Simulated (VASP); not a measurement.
# Mg2As in VASP: notebook

Mg2As is run at these levels: PBE; tasks: single point, relaxation of cell and atoms.

All numbers are computed with VASP 6.6.1; they aren't measurements. Logs are shortened: lines on timing, memory, paths and dates and some standing lists are left out, and cuts for length are marked.

## 1. The cell of the first run

The typed cell holds 6 atoms: a = 4.747 Å, b = 4.747 Å, c = 6.210 Å, α = 90.00°, β = 90.00°, γ = 90.00°.

## 2. Single point, PBE

Contents of INCAR:

```
SYSTEM = Mg2As
  PREC = Accurate
  ENCUT = 520
  EDIFF = 1E-6
  ISMEAR = 0
  SIGMA = 0.1
  LREAL = .FALSE.
  LASPH = .TRUE.
  NELM = 60
  ALGO = Normal
  ISIF = 2
  LWAVE = .FALSE.
  LCHARG = .FALSE.
  GGA = PE
  NBANDS = 18
```

Contents of KPOINTS:

```
Automatic mesh
0
G
  4 4 4
  0 0 0
```

Contents of POSCAR:

```
Mg2As
1.0
    4.7471659363      0.0000000000      0.0000000000
    0.0000000000      4.7471659363      0.0000000000
    0.0000000000      0.0000000000      6.2101942199
Mg As
4 2
Direct
    0.0000000000      0.5000000000      0.2496089601
    0.0000000000      0.5000000000      0.7496089601
    0.5000000000      0.0000000000      0.2503910399
    0.5000000000      0.0000000000      0.7503910399
    0.0000000000      0.0000000000      0.0000000000
    0.5000000000      0.5000000000      0.5000000000
```

Potentials or basis: VASP PAW PBE potentials, release 64 (Mg, As).

Command:

```console
$ cat potpaw_PBE.64/Mg/POTCAR potpaw_PBE.64/As/POTCAR > POTCAR
$ mpirun -np 1 vasp_std > vasp.out
```

OUTCAR:

```text
SYSTEM = Mg2As
   PREC = Accurate
   ENCUT = 520
   EDIFF = 1E-6
   ISMEAR = 0
   LREAL = .FALSE.
   LASPH = .TRUE.
   NELM = 60
   ISIF = 2
   GGA = PE

 ion  position               nearest neighbor table
   1  0.000  0.500  0.250-   5 2.83   5 2.83   6 2.84   6 2.84   2 3.11   2 3.11   3 3.36   3 3.36
                             3 3.36   3 3.36
   2  0.000  0.500  0.750-   6 2.83   6 2.83   5 2.84   5 2.84   1 3.11   1 3.11   4 3.36   4 3.36
                             4 3.36   4 3.36
   3  0.500  0.000  0.250-   6 2.83   6 2.83   5 2.84   5 2.84   4 3.11   4 3.11   1 3.36   1 3.36
                             1 3.36   1 3.36
   4  0.500  0.000  0.750-   5 2.83   5 2.83   6 2.84   6 2.84   3 3.11   3 3.11   2 3.36   2 3.36
                             2 3.36   2 3.36
   5  0.000  0.000  0.000-   1 2.83   4 2.83   1 2.83   4 2.83   3 2.84   2 2.84   3 2.84   2 2.84

   6  0.500  0.500  0.500-   2 2.83   3 2.83   3 2.83   2 2.83   1 2.84   4 2.84   1 2.84   4 2.84

  LATTYP: Found a simple tetragonal cell.
 ALAT       =     4.7471659363
 C/A-ratio  =     1.3081898344

  Lattice vectors:

 A1 = (   4.7471659363,   0.0000000000,   0.0000000000)
 A2 = (   0.0000000000,   4.7471659363,   0.0000000000)
 A3 = (   0.0000000000,   0.0000000000,   6.2101942199)

Analysis of symmetry for initial positions (statically):
=====================================================================
 Subroutine PRICEL returns:
 Original cell was already a primitive cell.

 Routine SETGRP: Setting up the symmetry group for a
 simple tetragonal supercell.

 Subroutine GETGRP returns: Found 16 space group operations
 (whereof  8 operations were pure point group operations)
 out of a pool of 16 trial point group operations.

The static configuration has the point symmetry D_2d.
 The point group associated with its full space group is D_4h.

Analysis of symmetry for dynamics (positions and initial velocities):
=====================================================================
 Subroutine PRICEL returns:
 Original cell was already a primitive cell.

 Routine SETGRP: Setting up the symmetry group for a
 simple tetragonal supercell.

 Subroutine GETGRP returns: Found 16 space group operations
 (whereof  8 operations were pure point group operations)
 out of a pool of 16 trial point group operations.

The dynamic configuration has the point symmetry D_2d.
 The point group associated with its full space group is D_4h.

 Subroutine INISYM returns: Found 16 space group operations
 (whereof  8 operations are pure point group operations),
 and found     1 'primitive' translations

----------------------------------------------------------------------------------------

                                     Primitive cell

  volume of cell :     139.9504

  direct lattice vectors                    reciprocal lattice vectors
     4.747165936  0.000000000  0.000000000     0.210652000  0.000000000  0.000000000
     0.000000000  4.747165936  0.000000000     0.000000000  0.210652000  0.000000000
     0.000000000  0.000000000  6.210194220     0.000000000  0.000000000  0.161025560

  length of vectors
     4.747165936  4.747165936  6.210194220     0.210652000  0.210652000  0.161025560

  position of ions in fractional coordinates (direct lattice)
     0.000000000  0.500000000  0.249608960
     0.000000000  0.500000000  0.749608960
     0.500000000  0.000000000  0.250391040
     0.500000000  0.000000000  0.750391040
     0.000000000  0.000000000  0.000000000
     0.500000000  0.500000000  0.500000000

  ion indices of the primitive-cell ions
   primitive index   ion index
                 1           1
                 2           2
                 3           3
                 4           4
                 5           5
                 6           6

----------------------------------------------------------------------------------------

 KPOINTS: Automatic mesh

Automatic generation of k-mesh.
 Grid dimensions read from file:
 generate k-points for:    4    4    4

 Generating k-lattice:

  Cartesian coordinates                     Fractional coordinates (reciprocal lattice)
     0.052663000  0.000000000  0.000000000     0.250000000  0.000000000  0.000000000
     0.000000000  0.052663000  0.000000000     0.000000000  0.250000000  0.000000000
     0.000000000  0.000000000  0.040256390     0.000000000  0.000000000  0.250000000

  Length of vectors
     0.052663000  0.052663000  0.040256390

  Shift w.r.t. Gamma in fractional coordinates (k-lattice)
     0.000000000  0.000000000  0.000000000

 Subroutine IBZKPT returns following result:
 ===========================================

 Found     18 irreducible k-points:

 Following reciprocal coordinates:
            Coordinates               Weight
  0.000000  0.000000  0.000000      1.000000
  0.250000  0.000000  0.000000      4.000000
  0.500000  0.000000  0.000000      2.000000
  0.250000  0.250000  0.000000      4.000000
  0.500000  0.250000  0.000000      4.000000
  0.500000  0.500000  0.000000      1.000000
[... 10 lines left out ...]
  0.500000  0.250000  0.500000      4.000000
  0.500000  0.500000  0.500000      1.000000
   k-points           NKPTS =     18   k-points in BZ     NKDIM =     18   number of bands    NBANDS=     18
   number of dos      NEDOS =    301   number of ions     NIONS =      6
   total plane-waves  NPLWV =  62208
   dimension x,y,z NGX =    36 NGY =   36 NGZ =   48
   dimension x,y,z NGXF=    72 NGYF=   72 NGZF=   96
   ions per type =               4   2
   NGX,Y,Z   is equivalent  to a cutoff of  12.61, 12.61, 12.85 a.u.
   NGXF,Y,Z  is equivalent  to a cutoff of  25.21, 25.21, 25.70 a.u.
 SYSTEM =  Mg2As
   PREC   = accura    normal or accurate (medium, high low for compatibility)
   ISTART =      0    job   : 0-new  1-cont  2-samecut
   ICHARG =      2    charge: 1-file 2-atom 10-const
   ISPIN  =      1    spin polarized calculation?
   LNONCOLLINEAR =      F non collinear calculations
   LSORBIT =      F    spin-orbit coupling
   LASPH  =      T    aspherical Exc in radial PAW
   ENCUT  =  520.0 eV  38.22 Ry    6.18 a.u.   8.83  8.83 11.55*2*pi/ulx,y,z
   NELM   =     60;   NELMIN=  2; NELMDL= -5     # of ELM steps
   EDIFF  = 0.1E-05   stopping-criterion for ELM
   LREAL  =      F    real-space projection
   EDIFFG = 0.1E-04   stopping-criterion for IOM
   NSW    =      0    number of steps for IOM
   IBRION =     -1    ionic relax: 0-MD 1-quasi-New 2-CG
   NFREE  =      0    steps in history (QN), initial steepest desc. (CG)
   ISIF   =      2    stress and relaxation
   ISYM   =      2    0-nonsym 1-usesym 2-fastsym
   POTIM  = 0.5000    time-step for ionic-motion
   TEBEG  =    0.0;   TEEND  =   0.0 temperature during run
   PSTRESS=    0.0 pullay stress
   NELECT =      18.0000    total number of electrons
   NUPDOWN=      -1.0000    fix difference up-down
   EMIN   =  10.00;   EMAX   =-10.00  energy-range for DOS
   EFERMI =   0.00;   METHOD = LEGACY
   ISMEAR =     0;   SIGMA  =   0.10  broadening in eV -4-tet -1-fermi 0-gaus
   EFERMI_NEDOS =   21; number of points for ismear=-14 and -15
   IALGO  =     38    algorithm
   IMIX   =      4    mixing-type and parameters
     AMIX     =   0.40;   BMIX     =  1.00
     AMIX_MAG =   1.60;   BMIX_MAG =  1.00
  volume/ion in A,a.u.               =      23.33       157.41
  Fermi-wavevector in a.u.,A,eV,Ry     =   0.826370  1.561612  9.291238  0.682887
  Thomas-Fermi vector in A             =   1.938390
   LORBIT       =      0    0 simple, 1 ext, 2 COOP (PROOUT), +10 PAW based schemes
   GGA     = PE    functional components
   LHFCALC =     F    Hartree Fock is set to
   AEXX    =    0.0000 exact exchange contribution
   IVDW    =     0    specifies the selected vdW correction
   LEPSILON=     F    determine dielectric tensor
   LRPA    =     F    only Hartree local field effects (RPA)
 non-spin polarized calculation
 Gauss-broadening in eV      SIGMA  =   0.10
  energy-cutoff  :      520.00
  volume of cell :      139.95
 maximum number of plane-waves:      3816
 NGX is ok and might be reduce to    36

 number of electron      17.9999998 magnetization

 Free energy of the ion-electron system (eV)
  ---------------------------------------------------
  ext. energy  EPLUGINS =         0.00000000
  ---------------------------------------------------
  free energy    TOTEN  =       -17.36952271 eV

  energy without entropy =      -17.35310816  energy(sigma->0) =      -17.36131543

 E-fermi :   3.8021     XC(G=0):  -8.6936

 val. band max:        3.7277546551   @ k =   0.0000   0.0000   0.5000
 cond. band min:       3.8350625740   @ k =   0.5000   0.2500   0.2500
 fundamental gap:      0.1073079189
 Fermi energy:         3.8020603328

 k-point     1 :       0.0000    0.0000    0.0000
  band No.  band energies     occupation
      1      -8.2877      2.00000
      2      -7.3558      2.00000
      3      -1.5328      2.00000
      4      -0.0266      2.00000
      5      -0.0266      2.00000
      6       1.5242      2.00000
[... 10 lines left out ...]
     17       9.1453      0.00000
     18       9.3184      0.00000

 k-point     2 :       0.2500    0.0000    0.0000
  band No.  band energies     occupation
      1      -8.0898      2.00000
      2      -7.3977      2.00000
      3      -1.1750      2.00000
      4      -1.0261      2.00000
      5      -0.2764      2.00000
      6       0.2246      2.00000
[... 10 lines left out ...]
     17       7.9793      0.00000
     18       8.1094      0.00000

 k-point     3 :       0.5000    0.0000    0.0000
  band No.  band energies     occupation
      1      -7.6644      2.00000
      2      -7.6644      2.00000
      3      -1.3730      2.00000
      4      -1.3730      2.00000
      5      -0.1783      2.00000
      6      -0.1783      2.00000
[... 286 lines left out ...]
 k-point    17 :       0.5000    0.2500    0.5000
  band No.  band energies     occupation
      1      -7.5396      2.00000
      2      -7.5396      2.00000
      3      -1.7664      2.00000
      4      -1.7664      2.00000
      5      -0.4297      2.00000
      6      -0.4297      2.00000
[... 10 lines left out ...]
     17       8.6009      0.00000
     18       8.6009      0.00000

 k-point    18 :       0.5000    0.5000    0.5000
  band No.  band energies     occupation
      1      -7.4356      2.00000
      2      -7.4356      2.00000
      3      -1.1880      2.00000
      4      -1.1880      2.00000
      5      -1.1880      2.00000
      6      -1.1880      2.00000
[... 10 lines left out ...]
     17       9.4304      0.00000
     18       9.4304      0.00000

------------------------ aborting loop because EDIFF is reached ----------------------------------------

  FORCE on cell =-STRESS in cart. coord.  units (eV):
  Direction    XX          YY          ZZ          XY          YZ          ZX
  --------------------------------------------------------------------------------------
  -------------------------------------------------------------------------------------
  Total        0.0598441      0.0598441      0.0122794      0.0000000     -0.0000000      0.0000000
  in kB        0.6851067      0.6851067      0.1405770      0.0000000     -0.0000000      0.0000000
  external PRESSURE =       0.5035968 kB  Pullay stress =       0.0000000 kB

 VOLUME and BASIS-vectors are now :
 -----------------------------------------------------------------------------
  energy-cutoff  :      520.00
  volume of cell :      139.95
      direct lattice vectors                 reciprocal lattice vectors
     4.747165936  0.000000000  0.000000000     0.210652000  0.000000000  0.000000000
     0.000000000  4.747165936  0.000000000     0.000000000  0.210652000  0.000000000
     0.000000000  0.000000000  6.210194220     0.000000000  0.000000000  0.161025560

 POSITION                                       TOTAL-FORCE (eV/Angst)
 -----------------------------------------------------------------------------------
      0.00000      2.37358      1.55012         0.000000     -0.000000      0.002749
      0.00000      2.37358      4.65522        -0.000000      0.000000      0.002749
      2.37358      0.00000      1.55498        -0.000000     -0.000000     -0.002749
      2.37358      0.00000      4.66007        -0.000000     -0.000000     -0.002749
      0.00000      0.00000      0.00000        -0.000000      0.000000     -0.000000
      2.37358      2.37358      3.10510        -0.000000     -0.000000     -0.000000
 -----------------------------------------------------------------------------------
    total drift:                                0.000000      0.000000      0.000000

  FREE ENERGIE OF THE ION-ELECTRON SYSTEM (eV)
  ---------------------------------------------------
  free  energy   TOTEN  =       -17.3695227054 eV

  energy  without entropy=      -17.3531081601  energy(sigma->0) =      -17.36131543
```

Run time: 26 s. Hardware: 1 thread of AMD EPYC 9R45 (Zen 5), shared host; peak memory 0.21 GiB.

What came out:

* Free energy: -17.3695 eV
* Pressure: 0.1 GPa
* Band gap on the k mesh: zero (bands 9 and 10 overlap by 2.53 eV)

Forces in eV/Å, atoms in the order of the input:
```
Mg   0.000  0.000  0.003
Mg   0.000  0.000  0.003
Mg   0.000  0.000 -0.003
Mg   0.000  0.000 -0.003
As   0.000  0.000  0.000
As   0.000  0.000  0.000
```

## 3. Relaxation of cell and atoms, PBE

This run uses another cell than the first one: it holds 3 atoms, not 6.

Contents of INCAR:

```
SYSTEM = Mg2As
  PREC = Accurate
  ENCUT = 600
  EDIFF = 1E-6
  ISMEAR = 0
  SIGMA = 0.1
  LREAL = .FALSE.
  LASPH = .TRUE.
  NELM = 60
  ALGO = Fast
  ISIF = 3
  LWAVE = .FALSE.
  LCHARG = .FALSE.
  GGA = PE
  IBRION = 2
  NSW = 100
  EDIFFG = -0.01
```

Contents of KPOINTS:

```
Automatic mesh
0
G
  14 14 14
  0 0 0
```

Contents of POSCAR:

```
Mg2As
1.0
   -2.3735829681      2.3735829681      3.1050971100
    2.3735829681     -2.3735829681      3.1050971100
    2.3735829681      2.3735829681     -3.1050971100
Mg As
2 1
Direct
    0.7500000000      0.2500000000      0.5000000000
    0.2500000000      0.7500000000      0.5000000000
    0.0000000000      0.0000000000      0.0000000000
```

Potentials or basis: VASP PAW PBE potentials, release 64 (Mg, As).

Command:

```console
$ cat potpaw_PBE.64/Mg/POTCAR potpaw_PBE.64/As/POTCAR > POTCAR
$ mpirun -np 1 vasp_std > vasp.out
```

It took 7.7 min on 1 thread of AMD EPYC 9R45 (Zen 5), shared host; peak memory 0.4 GiB.

Results (log left out):

```yaml
Free_energy: -8.5995 eV
Relaxed_volume: 23.08 Å³/atom
Relaxed_cell: a = 4.605 Å, b = 4.605 Å, c = 4.605 Å, α = 119.85°, β = 119.85°, γ = 90.27°
Space_group_after_relaxing_to_0.1_Å: Fm-3m (No. 225)
Energy_gained_by_relaxing: 4.3 meV/atom
Ionic_steps: 7
Pressure_after_relaxing: 0.0 GPa
Band_gap_on_the_k_mesh: zero (an odd number of electrons rules out a gap without spin polarisation)
```

Step by step:
| step | energy change (eV) | largest force (eV/Å) | pressure (GPa) | volume (Å³) |
| --- | --- | --- | --- | --- |
| 1 | 0.0000 | 0.0000 | -0.40 | 69.98 |
| 2 | -0.0033 | 0.0000 | -0.07 | 69.39 |
| 3 | -0.0054 | 0.0000 | 0.34 | 68.65 |
| 4 | -0.0055 | 0.0000 | 0.48 | 68.38 |
| 5 | -0.0081 | 0.0000 | 0.37 | 68.55 |
| 6 | -0.0125 | 0.0000 | 0.06 | 69.06 |
| 7 | -0.0129 | 0.0000 | -0.04 | 69.23 |

Final structure:
```yaml
crystal:
  lattice:
    - [-2.30800, 2.30800, 3.24889]
    - [2.30800, -2.30800, 3.24889]
    - [2.30800, 2.30800, -3.24889]
  atoms:
    - { symbol: Mg, position: [0.75000, 0.25000, 0.50000] }
    - { symbol: Mg, position: [0.25000, 0.75000, 0.50000] }
    - { symbol: As, position: [0.00000, 0.00000, 0.00000] }
```

Levels at points of the mesh, in eV from the Fermi level:
```
           k point  band 2  band 3  band 4  band 5  band 6  band 7
(0.00, 0.00, 0.00)   -2.35   -2.35   -2.34   -1.81    1.63    1.65
(0.50, 0.00, 0.00)   -6.05   -2.86   -2.84   -0.91    1.66    1.69
(0.50, 0.50, 0.00)   -5.83   -3.75   -3.75   -0.98   -0.57    5.60
(0.50, 0.50, 0.50)   -5.80   -3.77   -3.77   -1.00   -0.62    5.68
```
